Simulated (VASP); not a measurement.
Runs of VASP 6.6.1 on W. The structure is cubic, space group Im-3m (No. 229). The conventional cell has a = 3.165 Å, b = 3.165 Å, c = 3.165 Å, α = 90.00°, β = 90.00°, γ = 90.00°. Within 3.6 Å of W (site symmetry m-3m) lie 14 W at 2.74 to 3.16 Å. 

```tsv
spin	fixed moment (μB)	pressure (GPa)	moment (μB)
collinear, zero start	0.0	6.3	0.00
collinear, ferromagnetic start	0.2	6.3	0.20
collinear, ferromagnetic start	1.6	24.4	1.60
collinear, ferromagnetic start	1.2	(a)	1.20
```

Alike in all rows: task single point; level PBE; potentials or basis VASP PAW PBE potentials, release 64 (W_sv); cell as given; k mesh 17 × 17 × 17; cutoff (eV) 520; smearing fermi-dirac 0.03 eV.

Q: Fill in the values left out.

A: (a) 16.6.

Caveats: the total moment is fixed, so each spin has its own Fermi level.
